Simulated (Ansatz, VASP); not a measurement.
## C in VASP and in Ansatz

Contents of INCAR:

```
SYSTEM = C
ALGO     = Normal         ! electronic algorithm
EDIFF    = 1E-6           ! SCF threshold, eV
ENCUT    = 520            ! plane-wave cutoff, eV
GGA      = PE             ! functional
ISIF     = 2              ! what is computed and relaxed
ISMEAR   = 0              ! smearing method
LASPH    = .True.         ! aspherical terms in the spheres
LCHARG   = .False.        ! write CHGCAR
LREAL    = .False.        ! projectors in reciprocal space
LWAVE    = .False.        ! write WAVECAR
NBANDS   = 16             ! bands
NELM     = 80             ! most SCF steps
PREC     = Accurate       ! precision mode
SIGMA    = 0.15           ! smearing width, eV
```

KPOINTS

```
k-points
0
Gamma
  24 24 6
  0 0 0
```

File POSCAR:

```
C
1.0
    2.4665344233      0.0000000000      0.0000000000
   -1.2332672117      2.1360814699      0.0000000000
    0.0000000000      0.0000000000      8.8533616150
C
4
Direct
    0.0000000000      0.0000000000      0.0025000000
    0.0000000000      0.0000000000      0.5025000000
    0.3333333333      0.6666666667      0.0025000000
    0.6666666667      0.3333333333      0.5025000000
```

Input for Ansatz:

```yaml
crystal:
  lattice:
    - [2.4665344233, 0.0, 0.0]
    - [-1.2332672117, 2.1360814699, 0.0]
    - [0.0, 0.0, 8.853361615]
  atoms:
    - { symbol: C, position: [0.0, 0.0, 0.0025] }
    - { symbol: C, position: [0.0, 0.0, 0.5025] }
    - { symbol: C, position: [0.3333333333, 0.6666666667, 0.0025] }
    - { symbol: C, position: [0.6666666667, 0.3333333333, 0.5025] }
basis:
  ecutwfc: 420
kpoints:
  mp_grid: { grid: [24, 24, 6] }
hamiltonian:
  xc: pbe
scf:
  occupations: { method: gaussian, width: 0.15 }
output:
  forces: true
  stress: true
  eigenvalues: true
```

Change from the starting cell: strain +0.0400 x Voigt [0, 0, 1, 0, 0, 0], atoms carried along.

Alike in both runs: task single point; functional PBE; k mesh 24 × 24 × 6; occupations gaussian, width 0.15 eV; no spin polarisation.

|  | VASP | Ansatz |
| --- | --- | --- |
| version | VASP 6.6.1 | Ansatz 0.2.0 |
| potentials or method | VASP PAW PBE potentials, release 64 (C), cutoff 520 eV | scalar-relativistic, plane waves, PAW |
| valence electrons in the cell | 16 | 16 |

```tsv
	VASP	Ansatz	Ansatz less VASP
gap on the k mesh at the Fermi level (eV)	none	none	-
pressure (GPa)	0.3	0.0	-0.34
traceless stress, the component that is largest in VASP (GPa)	-0.40	0.00	+0.399
```

A gap of «none» marks a metal or a gap that the smearing closes. With one functional, cell and mesh, what is left measures potentials, basis and numerics.
